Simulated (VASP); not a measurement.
Here is a VASP 6.6.1 calculation.

Contents of POSCAR:

```
Al
1.0
   -1.5587357247      1.5587357247      1.5587357247
    1.5587357247     -1.5587357247      1.5587357247
    1.5587357247      1.5587357247     -1.5587357247
Al
1
Direct
    0.0000000000      0.0000000000      0.0000000000
```

Contents of INCAR.step1:

```
SYSTEM = Al
ALGO     = Normal         ! electronic algorithm
EDIFF    = 1E-4           ! SCF threshold, eV
ENCUT    = 520            ! plane-wave cutoff, eV
GGA      = PE             ! functional
ISMEAR   = -1             ! smearing method
LASPH    = .True.         ! aspherical terms in the spheres
LCHARG   = .False.        ! write CHGCAR
LREAL    = .False.        ! projectors in reciprocal space
LWAVE    = .True.         ! write WAVECAR
NBANDS   = 8              ! bands
NELM     = 60             ! most SCF steps
PREC     = Accurate       ! precision mode
SIGMA    = 0.05           ! smearing width, eV
```

File INCAR.step2:

```
SYSTEM = Al
ALGO     = Normal         ! electronic algorithm
EDIFF    = 1E-6           ! SCF threshold, eV
ENCUT    = 520            ! plane-wave cutoff, eV
ISIF     = 2              ! what is computed and relaxed
ISMEAR   = -1             ! smearing method
ISTART   = 1            
LASPH    = .True.         ! aspherical terms in the spheres
LCHARG   = .True.         ! write CHGCAR
LELF     = .True.         ! ELF
LMIXTAU  = .True.       
LREAL    = .False.        ! projectors in reciprocal space
LVHAR    = .True.       
LWAVE    = .False.        ! write WAVECAR
METAGGA  = R2SCAN         ! meta-GGA
NBANDS   = 8              ! bands
NELM     = 60             ! most SCF steps
PREC     = Accurate       ! precision mode
SIGMA    = 0.05           ! smearing width, eV
```

File KPOINTS:

```
k-points
0
Gamma
  12 12 12
  0 0 0
```

Potentials or basis: VASP PAW PBE potentials, release 64 (Al).

Run with:

```console
$ cat potpaw_PBE.64/Al/POTCAR > POTCAR
$ cp INCAR.step1 INCAR
$ mpirun -np 1 vasp_std > vasp.out
$ cp INCAR.step2 INCAR
$ mpirun -np 1 vasp_std > vasp.out
```

(1) Predict the pressure.

Answers

(1) 6.0 GPa.

Caveat: the PAW data sets were made with another functional, which shifts forces and pressure a little.
